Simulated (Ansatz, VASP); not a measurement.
# Two plane-wave programs on Ti2C

The input POSCAR:

```
Ti2C
1.0
    1.4620308914      0.8441039287      4.7003350521
   -1.4620308914      0.8441039287      4.7003350521
    0.0000000000     -1.6882078575      4.7003350521
Ti C
2 1
Direct
    0.2452135240      0.2452135240      0.2452135240
    0.7547864760      0.7547864760      0.7547864760
    0.5000000000      0.5000000000      0.5000000000
```

File INCAR.step1:

```
SYSTEM = Ti2C
ALGO     = Normal         ! electronic algorithm
EDIFF    = 1E-4           ! SCF threshold, eV
ENCUT    = 520            ! plane-wave cutoff, eV
GGA      = PE             ! functional
ISMEAR   = 0              ! smearing method
LASPH    = .TRUE.         ! aspherical terms in the spheres
LCHARG   = .FALSE.        ! write CHGCAR
LREAL    = .FALSE.        ! projectors in reciprocal space
LWAVE    = .TRUE.         ! write WAVECAR
NBANDS   = 21             ! bands
NELM     = 80             ! most SCF steps
PREC     = Accurate       ! precision mode
SIGMA    = 0.15           ! smearing width, eV
```

INCAR.step2

```
SYSTEM = Ti2C
ALGO     = Normal         ! electronic algorithm
EDIFF    = 1E-6           ! SCF threshold, eV
ENCUT    = 520            ! plane-wave cutoff, eV
ISIF     = 2              ! what is computed and relaxed
ISMEAR   = 0              ! smearing method
ISTART   = 1            
LASPH    = .TRUE.         ! aspherical terms in the spheres
LCHARG   = .FALSE.        ! write CHGCAR
LMIXTAU  = .TRUE.       
LREAL    = .FALSE.        ! projectors in reciprocal space
LWAVE    = .FALSE.        ! write WAVECAR
METAGGA  = R2SCAN         ! meta-GGA
NBANDS   = 21             ! bands
NELM     = 80             ! most SCF steps
PREC     = Accurate       ! precision mode
SIGMA    = 0.15           ! smearing width, eV
```

File KPOINTS:

```
k-points
0
G
  18 18 18
  0 0 0
```

Input for Ansatz:

```yaml
crystal:
  lattice:
    - [1.4620308914, 0.8441039287, 4.7003350521]
    - [-1.4620308914, 0.8441039287, 4.7003350521]
    - [0.0, -1.6882078575, 4.7003350521]
  atoms:
    - { symbol: Ti, position: [0.245213524, 0.245213524, 0.245213524] }
    - { symbol: Ti, position: [0.754786476, 0.754786476, 0.754786476] }
    - { symbol: C, position: [0.5, 0.5, 0.5] }
basis:
  ecutwfc: 500
kpoints:
  mp_grid: { grid: [18, 18, 18] }
hamiltonian:
  xc: r2scan
scf:
  occupations: { method: gaussian, width: 0.15 }
output:
  forces: true
  stress: true
  eigenvalues: true
```

Change from the starting cell: strain -0.050 along x and y, -0.025 along z, atoms carried along.

Alike in both runs: task single point; functional r2SCAN; k mesh 18 × 18 × 18; occupations gaussian, width 0.15 eV; no spin polarisation.

```csv
,VASP,Ansatz
version,VASP 6.6.1,Ansatz 0.2.0
potentials or method,"VASP PAW PBE potentials, release 64 (Ti_sv, C), cutoff 520 eV","scalar-relativistic, plane waves, PAW"
valence electrons in the cell,28,28
```

|  | VASP | Ansatz | Ansatz less VASP |
| --- | --- | --- | --- |
| gap on the k mesh at the Fermi level (eV) | none | none | - |
| pressure (GPa) | 32.8 | 31.9 | -0.90 |
| traceless stress, the component that is largest in VASP (GPa) | -5.59 | -5.55 | +0.039 |
| rms of the force components (eV/Å) | 0.787 | 0.739 | -0.0479 |

VASP's potentials were made for PBE, not for r2SCAN. Atom by atom the forces differ by 0.048 eV/Å (rms over components). A gap of «none» marks a metal or a gap that the smearing closes. Both programs put the cell under a high pressure, so it lies far from rest at this level.
